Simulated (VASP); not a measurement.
A run of VASP 6.6.1 is set up as follows.

The input INCAR:

```
SYSTEM = H4C
  PREC = Accurate
  ENCUT = 520
  EDIFF = 1E-7
  ISMEAR = -1
  SIGMA = 0.05
  LREAL = Auto
  LASPH = .True.
  NELM = 80
  ALGO = Normal
  ISIF = 2
  LWAVE = .False.
  LCHARG = .False.
  GGA = PE
  IVDW = 12
  NBANDS = 58
```

File KPOINTS:

```
Automatic mesh
0
Gamma
  1 1 1
  0 0 0
```

File POSCAR:

```
H4C
1.0
    7.8729940000      0.0000000000      0.0000000000
    0.0000000000      7.8729940000      0.0000000000
    0.0000000000      0.0000000000      7.8729940000
H C
32 8
Direct
    0.0082179664      0.7745338051      0.6884293320
   -0.0101232136      0.8002800459      0.5891532497
    0.1998985392     -0.0841484193      1.0788017875
    0.1464754069     -0.0194208201      1.1244515111
    0.9205138477      0.3979680411      0.3145182125
    1.0075455411      0.4054493119      0.3323640282
    0.2567765198      0.4244890826      0.9050813452
    0.2718025696      0.5197133390      0.9376991777
    0.8763756203      0.5413569476      0.6955168517
    0.7779124435      0.4026549493      0.8399091883
    0.9709647943      0.4971171069      0.8970920085
    0.9676623658      0.1631399694      0.7162459415
    1.0129691449      0.3166647911      0.5651471346
    1.1380676779      0.2860665206      0.7553543163
    0.7144169042     -0.1513655415      0.8246799121
    0.5222536687     -0.1954021558      0.7892296120
    0.6243241135     -0.0771625128      0.6231555619
    0.5133244100      0.1524578832      0.7303574726
    0.5008640931      0.0939540917      0.9671797032
    0.6870575540      0.1801601779      0.8517344228
    0.9788017113      0.7916556268      0.2631654489
    0.8026679558      0.6803383821      0.1854059586
    0.8547066084      0.8948311151      0.0941319147
    0.5803256042      0.9169827895      0.2835134893
    0.6635722065      0.7910586494      0.4364413335
    0.7558496806      0.9997848341      0.4061733059
    0.2215929543      0.6290999333      0.4079515366
    0.4387784368      0.6588090884      0.5107078705
    0.4167410772      0.7328596973      0.2994794611
    0.5683860549      0.4453451889      0.3440114396
    0.3816083183      0.3279946612      0.3738222079
    0.3646643196      0.4493970147      0.1821797400
    0.8995942331      0.4460437795      0.7891152972
    1.0029221412      0.2949957792      0.6941704769
    0.6096156049     -0.0879843170      0.7640549453
    0.5672556082      0.1032771014      0.8435545613
    0.8539572112      0.8169954150      0.2204371044
    0.7077739422      0.8855081053      0.3430207111
    0.3602060411      0.6283759393      0.3850631666
    0.4289600627      0.4576530860      0.3349932694
```

Potentials or basis: VASP PAW PBE potentials, release 64 (H, C).

Run with:

```console
$ cat potpaw_PBE.64/H/POTCAR potpaw_PBE.64/C/POTCAR > POTCAR
$ mpirun -np 1 vasp_gam > vasp.out
```

(1) What does it give for the largest force?

(2) Estimate the dispersion energy per atom.

## Answers

(1) 5.126 eV/Å.

(2) -0.028 eV.

Caveat: the k points lie up to 0.80 Å⁻¹ apart.
